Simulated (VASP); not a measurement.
## Al2Cu: single point with PBE

Crystal: Al2Cu.

```
Al Cu
1.0
     4.31350    0.00000    0.00000
     0.00000    4.31350    0.00000
     0.00000    0.00000    2.65400
Al Cu
2 1
Direct
  0.50000 0.00000 0.50000
  0.00000 0.50000 0.50000
  0.00000 0.00000 0.00000
```

```json
{"Program": "VASP 6.6.1", "Task": "single point", "Functional": "PBE", "Potentials or basis": "VASP PAW PBE potentials, release 64 (Al, Cu)", "Cutoff": "520 eV", "k mesh": "10 × 10 × 14", "Occupations": "gaussian, width 0.15 eV", "Spin": "no spin polarisation"}
```

```
Pressure               : 1.4 GPa
Band gap on the k mesh : zero (an odd number of electrons rules out a gap without spin polarisation)
```

Stress tensor (GPa, compression positive):
```
-1.97  0.00  0.00
 0.00 -1.97  0.00
 0.00  0.00  8.21
```

Levels at points of the mesh, in eV from the Fermi level:
```tsv
k point	band 7	band 8	band 9	band 10	band 11	band 12
(0.00, 0.00, 0.00)	-2.93	-2.93	-1.13	0.37	4.64	4.64
(0.50, 0.00, 0.00)	-3.80	-1.82	0.68	0.89	0.93	7.06
(0.50, 0.50, 0.00)	-3.80	-3.80	-2.49	7.68	7.68	7.96
(0.00, 0.00, 0.50)	-2.49	1.54	2.67	2.67	3.01	3.01
(0.50, 0.00, 0.50)	-2.92	-1.90	-1.02	3.73	4.06	4.68
(0.50, 0.50, 0.50)	-2.36	-2.36	-0.06	0.12	0.40	0.40
```

It took 37 s on 1 thread of Intel(R) Xeon(R) 6975P-C (Granite Rapids) (shared host), peak memory 0.25 GiB.
